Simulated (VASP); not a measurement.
Wanted: the native input for a VASP 6.6.1 run.

| Property | Result |
| --- | --- |
| Task | relaxation of cell and atoms |
| Functional | PBE |
| Potentials or basis | VASP PAW PBE potentials, release 64 (Si, Mo_sv) |
| Cutoff | 600 eV |
| k mesh | 4 × 4 × 4 |
| Occupations | gaussian, width 0.1 eV |
| Spin | no spin polarisation |
| Dipole correction | no |
| Further INCAR settings | ALGO = Normal; EDIFF = 1e-06; IBRION = 2; EDIFFG = -0.04; NSW = 90; ISIF = 3 |

The structure of SiMo3 lies in POSCAR:

```
SiMo3
1.0
    0.0000000000      3.3755307100      3.3755307100
    3.3755307100      0.0000000000      3.3755307100
    3.3755307100      3.3755307100      0.0000000000
Si Mo
1 3
Direct
    0.0000000000      0.0000000000      0.0000000000
    0.7500000000      0.7500000000      0.7500000000
    0.2500000000      0.2500000000      0.2500000000
    0.5000000000      0.5000000000      0.5000000000
```

One way to write it, as run:

INCAR

```
SYSTEM = SiMo3
ALGO     = Normal         ! electronic algorithm
EDIFF    = 1E-6           ! SCF threshold, eV
EDIFFG   = -0.04          ! ionic threshold
ENCUT    = 600            ! plane-wave cutoff, eV
GGA      = PE             ! functional
IBRION   = 2              ! ionic algorithm
ISIF     = 3              ! what is computed and relaxed
ISMEAR   = 0              ! smearing method
LASPH    = .TRUE.         ! aspherical terms in the spheres
LCHARG   = .FALSE.        ! write CHGCAR
LREAL    = .FALSE.        ! projectors in reciprocal space
LWAVE    = .FALSE.        ! write WAVECAR
NELM     = 80             ! most SCF steps
NSW      = 90             ! ionic steps
PREC     = Accurate       ! precision mode
SIGMA    = 0.1            ! smearing width, eV
```

KPOINTS

```
k-points
0
G
  4 4 4
  0 0 0
```

Potentials or basis: VASP PAW PBE potentials, release 64 (Si, Mo_sv).

Command:

```sh
$ cat potpaw_PBE.64/Si/POTCAR potpaw_PBE.64/Mo_sv/POTCAR > POTCAR
$ mpirun -np 1 vasp_std > vasp.out
```

It gave:

```yaml
Relaxed_volume: 14.91 Å³/atom
Relaxed_cell: a = 4.385 Å, b = 4.385 Å, c = 4.385 Å, α = 60.00°, β = 60.00°, γ = 60.00°
Space_group_after_relaxing_to_0.05_Å: Fm-3m (No. 225)
Energy_gained_by_relaxing: 588.4 meV/atom
Ionic_steps: 5
Pressure_after_relaxing: 0.1 GPa
Band_gap_on_the_k_mesh: zero (band 23 reaches 13.82 eV, above the bottom of band 24 at 11.83 eV)
```

Caveat: the k points lie up to 0.44 Å⁻¹ apart in the final cell; the volume moved by over 15 % at a fixed basis, so the end points are rough.

It took 110 s on 1 thread of Intel(R) Xeon(R) Platinum 8259CL CPU @ 2.50GHz (Skylake/Cascade Lake) (shared host), peak memory 0.25 GiB.
